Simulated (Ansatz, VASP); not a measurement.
# Al3Cu: VASP beside Ansatz

Contents of INCAR:

```
ALGO = Fast
EDIFF = 1E-6
ENCUT = 520
GGA = PS
ISIF = 2
ISMEAR = 0
LASPH = T
LCHARG = T
LELF = T
LREAL = F
LVHAR = T
LWAVE = F
NBANDS = 18
NELM = 80
PREC = Accurate
SIGMA = 0.1
```

Contents of KPOINTS:

```
k-points
0
Gamma
  16 16 6
```

File POSCAR:

```
Al3Cu
1.0
    2.7042775725      0.0000000000      0.0000000000
    0.0000000000      2.7042775725      0.0000000000
    0.0000000000      0.0000000000      7.9891521139
Al Cu
3 1
Direct
    0.0000000000      0.0000000000      0.5000000000
    0.5000000000      0.5000000000      0.2317622728
    0.5000000000      0.5000000000      0.7682377272
    0.0000000000      0.0000000000      0.0000000000
```

Input for Ansatz:

```yaml
crystal:
  lattice:
    - [2.7042775725, 0.0, 0.0]
    - [0.0, 2.7042775725, 0.0]
    - [0.0, 0.0, 7.9891521139]
  atoms:
    - { symbol: Al, position: [0.0, 0.0, 0.5] }
    - { symbol: Al, position: [0.5, 0.5, 0.2317622728] }
    - { symbol: Al, position: [0.5, 0.5, 0.7682377272] }
    - { symbol: Cu, position: [0.0, 0.0, 0.0] }
basis:
  ecutwfc: 420
kpoints:
  mp_grid: { grid: [16, 16, 6] }
hamiltonian:
  xc: pbesol
scf:
  occupations: { method: gaussian, width: 0.1 }
output:
  forces: true
  stress: true
  eigenvalues: true
```

Alike in both runs: task single point; functional PBEsol; k mesh 16 × 16 × 6; occupations gaussian, width 0.1 eV; no spin polarisation.

|  | VASP | Ansatz |
| --- | --- | --- |
| version | VASP 6.6.1 | Ansatz 0.2.0 |
| potentials or method | VASP PAW PBE potentials, release 64 (Al, Cu), cutoff 520 eV | scalar-relativistic, plane waves, PAW |
| valence electrons in the cell | 20 | 28 |

```csv
,VASP,Ansatz,Ansatz less VASP
gap on the k mesh at the Fermi level (eV),none,none,-
pressure (GPa),0.2,0.4,+0.15
"traceless stress, the component that is largest in VASP (GPa)",-6.40,-6.44,-0.042
rms of the force components (eV/Å),0.164,0.173,+0.0094
```

VASP's potentials were made for PBE, not for PBEsol. Atom by atom the forces differ by 0.009 eV/Å (rms over components). A gap of «none» marks a metal or a gap that the smearing closes. The functional is the same, so the differences come from potentials, cutoffs and numerics. VASP's potentials hold 20 valence electrons a cell and Ansatz's 28, so a difference there can come from the potentials and not from the codes.
